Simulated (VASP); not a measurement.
# Sc (P6_3/mmc) in VASP: notebook

Sc is run at these levels: PBE; tasks: single point.

Everything below comes from runs of VASP 6.6.1. Logs are shortened: lines on timing, memory, paths and dates and some standing lists are left out, and cuts for length are marked.

**1. The cell of the first run**

Symmetry: P6_3/mmc, No. 194, hexagonal system. The conventional cell has a = 3.276 Å, b = 3.276 Å, c = 5.273 Å, α = 90.00°, β = 90.00°, γ = 120.00°. Within 4.3 Å of Sc (site symmetry -6m2) lie 12 Sc at 3.24 to 3.28 Å.

**2. Single point, PBE**

Contents of INCAR:

```
ALGO = Normal ; EDIFF = 1E-6
ENCUT = 520 ; GGA = PE
ISIF = 2 ; ISMEAR = -1
LASPH = T ; LCHARG = F
LREAL = F ; LWAVE = F
NBANDS = 18 ; NELM = 60
PREC = Accurate ; SIGMA = 0.05
```

Contents of KPOINTS:

```
k-points
0
Gamma
  8 8 4
```

Contents of POSCAR:

```
Sc
1.0
    3.2759100000      0.0000000000      0.0000000000
   -1.6379550000      2.8370212805      0.0000000000
    0.0000000000      0.0000000000      5.2733000000
Sc
2
Direct
    0.6666666667      0.3333333333      0.7500000000
    0.3333333333      0.6666666667      0.2500000000
```

Potentials or basis: VASP PAW PBE potentials, release 64 (Sc_sv).

On the command line:

```
$ cat potpaw_PBE.64/Sc_sv/POTCAR > POTCAR
$ mpirun -np 1 vasp_std > vasp.out
```

OUTCAR:

```text
EDIFF = 1E-6
   ENCUT = 520
   GGA = PE
   ISIF = 2
   ISMEAR = -1
   LASPH = T
   LREAL = F
   NELM = 60
   PREC = Accurate

 ion  position               nearest neighbor table
   1  0.667  0.333  0.750-   2 3.24   2 3.24   2 3.24   2 3.24   2 3.24   2 3.24
   2  0.333  0.667  0.250-   1 3.24   1 3.24   1 3.24   1 3.24   1 3.24   1 3.24

  LATTYP: Found a hexagonal cell.
 ALAT       =     3.2759100000
 C/A-ratio  =     1.6097206578

  Lattice vectors:

 A1 = (   3.2759100000,   0.0000000000,   0.0000000000)
 A2 = (  -1.6379550000,   2.8370212805,   0.0000000000)
 A3 = (   0.0000000000,   0.0000000000,   5.2733000000)

Analysis of symmetry for initial positions (statically):
=====================================================================
 Subroutine PRICEL returns:
 Original cell was already a primitive cell.

 Routine SETGRP: Setting up the symmetry group for a
 hexagonal supercell.

 Subroutine GETGRP returns: Found 24 space group operations
 (whereof 12 operations were pure point group operations)
 out of a pool of 24 trial point group operations.

The static configuration has the point symmetry D_3d.
 The point group associated with its full space group is D_6h.

Analysis of symmetry for dynamics (positions and initial velocities):
=====================================================================
 Subroutine PRICEL returns:
 Original cell was already a primitive cell.

 Routine SETGRP: Setting up the symmetry group for a
 hexagonal supercell.

 Subroutine GETGRP returns: Found 24 space group operations
 (whereof 12 operations were pure point group operations)
 out of a pool of 24 trial point group operations.

The dynamic configuration has the point symmetry D_3d.
 The point group associated with its full space group is D_6h.

 Subroutine INISYM returns: Found 24 space group operations
 (whereof 12 operations are pure point group operations),
 and found     1 'primitive' translations

----------------------------------------------------------------------------------------

                                     Primitive cell

  volume of cell :      49.0091

  direct lattice vectors                    reciprocal lattice vectors
     3.275910000  0.000000000  0.000000000     0.305258691  0.176241188  0.000000000
    -1.637955000  2.837021281  0.000000000     0.000000000  0.352482375  0.000000000
     0.000000000  0.000000000  5.273300000     0.000000000  0.000000000  0.189634574

  length of vectors
     3.275910000  3.275910000  5.273300000     0.352482375  0.352482375  0.189634574

  position of ions in fractional coordinates (direct lattice)
     0.666666667  0.333333333  0.750000000
     0.333333333  0.666666667  0.250000000

  ion indices of the primitive-cell ions
   primitive index   ion index
                 1           1
                 2           2

----------------------------------------------------------------------------------------

 KPOINTS: k-points

Automatic generation of k-mesh.
 Grid dimensions read from file:
 generate k-points for:    8    8    4

 Generating k-lattice:

  Cartesian coordinates                     Fractional coordinates (reciprocal lattice)
     0.038157336  0.022030148  0.000000000     0.125000000  0.000000000  0.000000000
     0.000000000  0.044060297  0.000000000     0.000000000  0.125000000  0.000000000
     0.000000000  0.000000000  0.047408644     0.000000000  0.000000000  0.250000000

  Length of vectors
     0.044060297  0.044060297  0.047408644

  Shift w.r.t. Gamma in fractional coordinates (k-lattice)
     0.000000000  0.000000000  0.000000000

 Subroutine IBZKPT returns following result:
 ===========================================

 Found     30 irreducible k-points:

 Following reciprocal coordinates:
            Coordinates               Weight
  0.000000  0.000000  0.000000      1.000000
  0.125000  0.000000  0.000000      6.000000
  0.250000  0.000000  0.000000      6.000000
  0.375000  0.000000  0.000000      6.000000
  0.500000  0.000000  0.000000      3.000000
  0.125000  0.125000  0.000000      6.000000
[... 16 lines left out ...]
  0.250000  0.000000  0.500000      6.000000
  0.375000  0.000000  0.500000      6.000000
 [... further k-points ...]
   k-points           NKPTS =     30   k-points in BZ     NKDIM =     30   number of bands    NBANDS=     18
   number of dos      NEDOS =    301   number of ions     NIONS =      2
   total plane-waves  NPLWV =  23040
   dimension x,y,z NGX =    24 NGY =   24 NGZ =   40
   dimension x,y,z NGXF=    48 NGYF=   48 NGZF=   80
   ions per type =               2
   NGX,Y,Z   is equivalent  to a cutoff of  12.18, 12.18, 12.61 a.u.
   NGXF,Y,Z  is equivalent  to a cutoff of  24.36, 24.36, 25.22 a.u.
 SYSTEM =  unknown system
   PREC   = accura    normal or accurate (medium, high low for compatibility)
   ISTART =      0    job   : 0-new  1-cont  2-samecut
   ICHARG =      2    charge: 1-file 2-atom 10-const
   ISPIN  =      1    spin polarized calculation?
   LNONCOLLINEAR =      F non collinear calculations
   LSORBIT =      F    spin-orbit coupling
   LASPH  =      T    aspherical Exc in radial PAW
   ENCUT  =  520.0 eV  38.22 Ry    6.18 a.u.   6.09  6.09  9.80*2*pi/ulx,y,z
   NELM   =     60;   NELMIN=  2; NELMDL= -5     # of ELM steps
   EDIFF  = 0.1E-05   stopping-criterion for ELM
   LREAL  =      F    real-space projection
   EDIFFG = 0.1E-04   stopping-criterion for IOM
   NSW    =      0    number of steps for IOM
   IBRION =     -1    ionic relax: 0-MD 1-quasi-New 2-CG
   NFREE  =      0    steps in history (QN), initial steepest desc. (CG)
   ISIF   =      2    stress and relaxation
   ISYM   =      2    0-nonsym 1-usesym 2-fastsym
   POTIM  = 0.5000    time-step for ionic-motion
   TEBEG  =    0.0;   TEEND  =   0.0 temperature during run
   PSTRESS=    0.0 pullay stress
   NELECT =      22.0000    total number of electrons
   NUPDOWN=      -1.0000    fix difference up-down
   EMIN   =  10.00;   EMAX   =-10.00  energy-range for DOS
   EFERMI =   0.00;   METHOD = LEGACY
   ISMEAR =    -1;   SIGMA  =   0.05  broadening in eV -4-tet -1-fermi 0-gaus
   EFERMI_NEDOS =   21; number of points for ismear=-14 and -15
   IALGO  =     38    algorithm
   IMIX   =      4    mixing-type and parameters
     AMIX     =   0.40;   BMIX     =  1.00
     AMIX_MAG =   1.60;   BMIX_MAG =  1.00
  volume/ion in A,a.u.               =      24.50       165.36
  Fermi-wavevector in a.u.,A,eV,Ry     =   1.253497  2.368766 21.378226  1.571255
  Thomas-Fermi vector in A             =   2.387347
   LORBIT       =      0    0 simple, 1 ext, 2 COOP (PROOUT), +10 PAW based schemes
   GGA     = PE    functional components
   LHFCALC =     F    Hartree Fock is set to
   AEXX    =    0.0000 exact exchange contribution
   IVDW    =     0    specifies the selected vdW correction
   LEPSILON=     F    determine dielectric tensor
   LRPA    =     F    only Hartree local field effects (RPA)
 non-spin polarized calculation
  energy-cutoff  :      520.00
  volume of cell :       49.01
 maximum number of plane-waves:      1336
   NGX = 13   NGY = 13   NGZ = 19

 number of electron      22.0000002 magnetization

 Free energy of the ion-electron system (eV)
  ---------------------------------------------------
  ext. energy  EPLUGINS =         0.00000000
  ---------------------------------------------------
  free energy    TOTEN  =       -12.51179516 eV

  energy without entropy =      -12.48225204  energy(sigma->0) =      -12.49702360

 E-fermi :   3.7277     XC(G=0):  -9.9010

 val. band max:        3.7055290170   @ k =   0.1250   0.1250   0.2500
 cond. band min:       3.7550005865   @ k =   0.5000   0.0000   0.5000
 fundamental gap:      0.0494715695
 Fermi energy:         3.7277245950

 k-point     1 :       0.0000    0.0000    0.0000
  band No.  band energies     occupation
      1     -45.6850      2.00000
      2     -45.6209      2.00000
      3     -24.4969      2.00000
      4     -24.1588      2.00000
      5     -24.1588      2.00000
      6     -24.1020      2.00000
[... 10 lines left out ...]
     17       6.1707      0.00000
     18       6.1707      0.00000

 k-point     2 :       0.1250    0.0000    0.0000
  band No.  band energies     occupation
      1     -45.6773      2.00000
      2     -45.6176      2.00000
      3     -24.4767      2.00000
      4     -24.2016      2.00000
      5     -24.1726      2.00000
      6     -24.1462      2.00000
[... 10 lines left out ...]
     17       5.9767      0.00000
     18       5.9770      0.00000

 k-point     3 :       0.2500    0.0000    0.0000
  band No.  band energies     occupation
      1     -45.6579      2.00000
      2     -45.6103      2.00000
      3     -24.4228      2.00000
      4     -24.3060      2.00000
      5     -24.2491      2.00000
      6     -24.2042      2.00000
[... 10 lines left out ...]
     17       6.2946      0.00000
     18       6.5809      0.00000

 k-point     4 :       0.3750    0.0000    0.0000
  band No.  band energies     occupation
      1     -45.6363      2.00000
      2     -45.6051      2.00000
      3     -24.4115      2.00000
      4     -24.3548      2.00000
      5     -24.3474      2.00000
      6     -24.2345      2.00000
[... 375 lines left out ...]
      4     -24.3035      2.00000
      5     -24.1573      2.00000
      6     -24.1573      2.00000
[... 10 lines left out ...]
     17       7.0520      0.00000
     18       7.0653      0.00000

 k-point    23 :       0.2500    0.0000    0.5000
  band No.  band energies     occupation
      1     -45.6341      2.00000
      2     -45.6341      2.00000
      3     -24.3577      2.00000
      4     -24.3577      2.00000
      5     -24.1903      2.00000
      6     -24.1903      2.00000
[... 10 lines left out ...]
     17       7.0681      0.00000
     18       7.0681      0.00000

 k-point    24 :       0.3750    0.0000    0.5000
  band No.  band energies     occupation
      1     -45.6207      2.00000
      2     -45.6207      2.00000
      3     -24.4405      2.00000
      4     -24.4405      2.00000
      5     -24.1932      2.00000
      6     -24.1932      2.00000
[... 10 lines left out ...]
     17       7.4000      0.00000
     18       7.4257      0.00000

 [... further k-points ...]
[... 5 lines left out ...]
  --------------------------------------------------------------------------------------
  -------------------------------------------------------------------------------------
  Total        0.3924621      0.3924621     -0.4679361      0.0000000     -0.0000000      0.0000000
  in kB       12.8301353     12.8301353    -15.2974888      0.0000000     -0.0000000      0.0000000
  external PRESSURE =       3.4542606 kB  Pullay stress =       0.0000000 kB

 VOLUME and BASIS-vectors are now :
 -----------------------------------------------------------------------------
  energy-cutoff  :      520.00
  volume of cell :       49.01
      direct lattice vectors                 reciprocal lattice vectors
     3.275910000  0.000000000  0.000000000     0.305258691  0.176241188  0.000000000
    -1.637955000  2.837021281  0.000000000     0.000000000  0.352482375  0.000000000
     0.000000000  0.000000000  5.273300000     0.000000000  0.000000000  0.189634574

 POSITION                                       TOTAL-FORCE (eV/Angst)
 -----------------------------------------------------------------------------------
      1.63796      0.94567      3.95498        -0.000000      0.000000      0.000000
     -0.00000      1.89135      1.31832         0.000000     -0.000000      0.000000
 -----------------------------------------------------------------------------------
    total drift:                               -0.000000      0.000000     -0.000000

  FREE ENERGIE OF THE ION-ELECTRON SYSTEM (eV)
  ---------------------------------------------------
  free  energy   TOTEN  =       -12.5117951617 eV

  energy  without entropy=      -12.4822520441  energy(sigma->0) =      -12.49702360
```

Run time: 18 s. Hardware: 1 thread of AMD EPYC 7R13 (Zen 3), shared host; peak memory 0.13 GiB.

What came out:

```
Free energy            : -12.5118 eV
Pressure               : 0.3 GPa
Band gap on the k mesh : zero (band 11 reaches 4.58 eV, above the bottom of band 12 at 3.27 eV)
```

Levels at points of the mesh, in eV from the Fermi level:
```
           k point  band 9  band 10  band 11  band 12  band 13  band 14
(0.00, 0.00, 0.00)   -5.15    -1.71     0.38     1.62     1.62     1.67
(0.50, 0.00, 0.00)   -1.59    -1.06    -0.73    -0.26     1.19     1.46
(0.00, 0.00, 0.50)   -3.67    -3.67     0.85     0.85     1.57     1.57
(0.50, 0.00, 0.50)   -1.49    -1.49     0.03     0.03     1.27     1.27
```

**3. Single point, PBE**

This run uses another cell than the first one, of 25.00 Å³/atom, 1.020 times its volume.

Contents of INCAR:

```
  ALGO = Normal
  EDIFF = 1E-6
  ENCUT = 520
  GGA = PE
  ISIF = 2
  ISMEAR = -1
  LASPH = True
  LCHARG = False
  LREAL = False
  LWAVE = False
  NBANDS = 18
  NELM = 80
  PREC = Accurate
  SIGMA = 0.05
```

KPOINTS is that of step 2.

Contents of POSCAR:

```
Sc
1.0
    3.3090000000      0.0000000000      0.0000000000
   -1.6545000000      2.8656780611      0.0000000000
    0.0000000000      0.0000000000      5.2733000000
Sc
2
Direct
    0.6666666667      0.3333333333      0.7500000000
    0.3333333333      0.6666666667      0.2500000000
```

Potentials or basis: VASP PAW PBE potentials, release 64 (Sc_sv).

On the command line:

```
$ cat potpaw_PBE.64/Sc_sv/POTCAR > POTCAR
$ mpirun -np 1 vasp_std > vasp.out
```

Run time: 26 s. Hardware: 1 thread of AMD EPYC 7R13 (Zen 3), shared host; peak memory 0.15 GiB.

Results (log left out):

- Free energy: -12.5157 eV
- Pressure: -0.8 GPa
- Band gap on the k mesh: zero (band 11 reaches 4.49 eV, above the bottom of band 12 at 3.14 eV)

Stress tensor (GPa, compression positive):
```
-0.14  0.00  0.00
 0.00 -0.14  0.00
 0.00  0.00 -2.01
```

Levels at points of the mesh, in eV from the Fermi level:
```
           k point  band 7  band 8  band 9  band 10  band 11  band 12  band 13  band 14  band 15  band 16
(0.00, 0.00, 0.00)  -27.89  -27.87   -5.11    -1.66     0.41     1.58     1.58     1.70     1.99     1.99
(0.50, 0.00, 0.00)  -27.96  -27.93   -1.59    -1.04    -0.68    -0.30     1.20     1.40     1.75     3.72
(0.00, 0.00, 0.50)  -27.92  -27.92   -3.63    -3.63     0.88     0.88     1.53     1.53     1.53     1.53
(0.50, 0.00, 0.50)  -27.97  -27.97   -1.46    -1.46     0.04     0.04     1.23     1.23     2.38     2.38
```

**4. Single point, PBE**

This run uses another cell than the first one, of 25.50 Å³/atom, 1.041 times its volume.

INCAR is that of step 3.

KPOINTS is that of step 3.

Contents of POSCAR:

```
Sc
1.0
    3.3420900000      0.0000000000      0.0000000000
   -1.6710450000      2.8943348417      0.0000000000
    0.0000000000      0.0000000000      5.2733000000
Sc
2
Direct
    0.6666666667      0.3333333333      0.7500000000
    0.3333333333      0.6666666667      0.2500000000
```

On the command line:

```
$ cat potpaw_PBE.64/Sc_sv/POTCAR > POTCAR
$ mpirun -np 1 vasp_std > vasp.out
```

It took 28 s on 1 thread of AMD EPYC 7R13 (Zen 3), shared host; peak memory 0.15 GiB.

Results (log left out):

```
Free energy            : -12.5111 eV
Pressure               : -1.8 GPa
Band gap on the k mesh : zero (band 11 reaches 4.40 eV, above the bottom of band 12 at 3.03 eV)
```

Stress tensor (GPa, compression positive):
```
-1.45  0.00  0.00
 0.00 -1.45  0.00
 0.00  0.00 -2.46
```

Levels at points of the mesh, in eV from the Fermi level:
```csv
k point,band 6,band 7,band 8,band 9,band 10,band 11,band 12,band 13,band 14,band 15
"(0.00, 0.00, 0.00)",-27.95,-27.95,-27.92,-5.07,-1.62,0.45,1.55,1.55,1.73,1.96
"(0.50, 0.00, 0.00)",-28.08,-28.02,-27.99,-1.59,-1.02,-0.64,-0.33,1.21,1.35,1.75
"(0.00, 0.00, 0.50)",-27.98,-27.98,-27.98,-3.59,-3.59,0.91,0.91,1.49,1.49,1.49
"(0.50, 0.00, 0.50)",-28.04,-28.02,-28.02,-1.43,-1.43,0.04,0.04,1.20,1.20,2.31
```

**5. Single point, PBE**

This run uses another cell than the first one, of 26.01 Å³/atom, 1.062 times its volume.

Contents of INCAR:

```
ALGO = Normal
EDIFF = 1E-7
ENCUT = 520
GGA = PE
ISIF = 2
ISMEAR = -1
LASPH = T
LCHARG = F
LREAL = F
LWAVE = F
NBANDS = 18
NELM = 60
PREC = Accurate
SIGMA = 0.05
```

KPOINTS is that of step 4.

Contents of POSCAR:

```
Sc
1.0
    3.3751800000      0.0000000000      0.0000000000
   -1.6875900000      2.9229916223      0.0000000000
    0.0000000000      0.0000000000      5.2733000000
Sc
2
Direct
    0.6666666667      0.3333333333      0.7500000000
    0.3333333333      0.6666666667      0.2500000000
```

On the command line:

```
$ cat potpaw_PBE.64/Sc_sv/POTCAR > POTCAR
$ mpirun -np 1 vasp_std > vasp.out
```

It used 39 s of CPU time on 1 thread of AMD EPYC 7R13 Processor (Zen 3) (shared host).

The run converged. Its results:

```yaml
Free_energy: -12.4985 eV
Pressure: -2.7 GPa
Band_gap_on_the_k_mesh: zero (band 11 reaches 4.30 eV, above the bottom of band 12 at 2.93 eV)
```

Stress tensor (GPa, compression positive):
```
-2.64  0.00  0.00
 0.00 -2.64  0.00
 0.00  0.00 -2.88
```

Levels at points of the mesh, in eV from the Fermi level:
| k point | band 8 | band 9 | band 10 | band 11 | band 12 | band 13 |
| --- | --- | --- | --- | --- | --- | --- |
| (0.00, 0.00, 0.00) | -27.98 | -5.03 | -1.57 | 0.48 | 1.52 | 1.52 |
| (0.50, 0.00, 0.00) | -28.04 | -1.59 | -1.01 | -0.61 | -0.35 | 1.21 |
| (0.00, 0.00, 0.50) | -28.04 | -3.55 | -3.55 | 0.93 | 0.93 | 1.44 |
| (0.50, 0.00, 0.50) | -28.07 | -1.40 | -1.40 | 0.05 | 0.05 | 1.18 |

**6. The runs side by side**

```tsv
cell	gap on the mesh (eV)	pressure (GPa)
a = 3.276, b = 3.276, c = 5.273 Å, angles 90.0, 90.0, 120.0°, 2 atoms	none	0.3
a = 3.309, b = 3.309, c = 5.273 Å, angles 90.0, 90.0, 120.0°, 2 atoms	none	-0.8
a = 3.342, b = 3.342, c = 5.273 Å, angles 90.0, 90.0, 120.0°, 2 atoms	none	-1.8
a = 3.375, b = 3.375, c = 5.273 Å, angles 90.0, 90.0, 120.0°, 2 atoms	none	-2.7
```

Alike in all rows: task single point; level PBE; potentials or basis VASP PAW PBE potentials, release 64 (Sc_sv); no spin polarisation; k mesh 8 × 8 × 4; cutoff (eV) 520; smearing fermi-dirac 0.05 eV.

Total energies depend on the potentials used, so only differences within one code and one set of settings carry meaning.
